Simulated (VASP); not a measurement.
Write the native input for VASP 6.6.1 that does the following.

- Task: relaxation of cell and atoms
- Functional: PBE
- Potentials or basis: VASP PAW PBE potentials, release 64 (Au, B)
- Cutoff: 600 eV
- k mesh: 5 × 5 × 5
- Occupations: fermi-dirac, width 0.1 eV
- Spin: no spin polarisation
- Dipole correction: no
- Further INCAR settings: ALGO = Normal; EDIFF = 1e-06; IBRION = 2; EDIFFG = -0.01; NSW = 60; ISIF = 3

The structure of B3Au lies in POSCAR:

```
B3Au
1.0
    3.5779340000      0.0000000000      0.0000000000
    0.0265360000      3.5778360000      0.0000000000
    0.0265360000      0.0263410000      3.5777380000
Au B
1 3
Direct
    0.0000000000      0.0000000000      0.0000000000
    0.5000000000      0.2750000000      0.7250000000
    0.7250000000      0.5000000000      0.2750000000
    0.2750000000      0.7250000000      0.5000000000
```

These files were run (other wordings do the same):

INCAR

```
SYSTEM = B3Au
PREC = Accurate ; ENCUT = 600
EDIFF = 1E-6 ; ISMEAR = -1
SIGMA = 0.1 ; LREAL = .FALSE.
LASPH = .TRUE. ; NELM = 80
ALGO = Normal ; ISIF = 3
LWAVE = .FALSE. ; LCHARG = .FALSE.
GGA = PE ; IBRION = 2
NSW = 60 ; EDIFFG = -0.01
```

KPOINTS

```
Automatic mesh
0
G
  5 5 5
  0 0 0
```

Potentials or basis: VASP PAW PBE potentials, release 64 (Au, B).

The run is started by

```console
$ cat potpaw_PBE.64/Au/POTCAR potpaw_PBE.64/B/POTCAR > POTCAR
$ mpirun -np 1 vasp_std > vasp.out
```

Results of the run:

```json
{"Relaxed volume": "10.09 Å³/atom", "Relaxed cell": "a = 3.449 Å, b = 3.449 Å, c = 3.449 Å, α = 95.83°, β = 95.83°, γ = 95.83°", "Space group after relaxing (to 0.05 Å)": "R32 (No. 155)", "Energy gained by relaxing": "137.0 meV/atom", "Ionic steps": "9", "Pressure after relaxing": "0.0 GPa", "Largest force after relaxing": "0.005 eV/Å", "Band gap on the k mesh": "zero (band 10 reaches 8.08 eV, above the bottom of band 11 at 6.94 eV)"}
```

Caveat: spin-orbit coupling is left out, which moves the levels of the heavy elements.

Wall time 3.1 min on 1 thread of Intel Xeon 8259CL (shared host), peak memory 0.19 GiB.
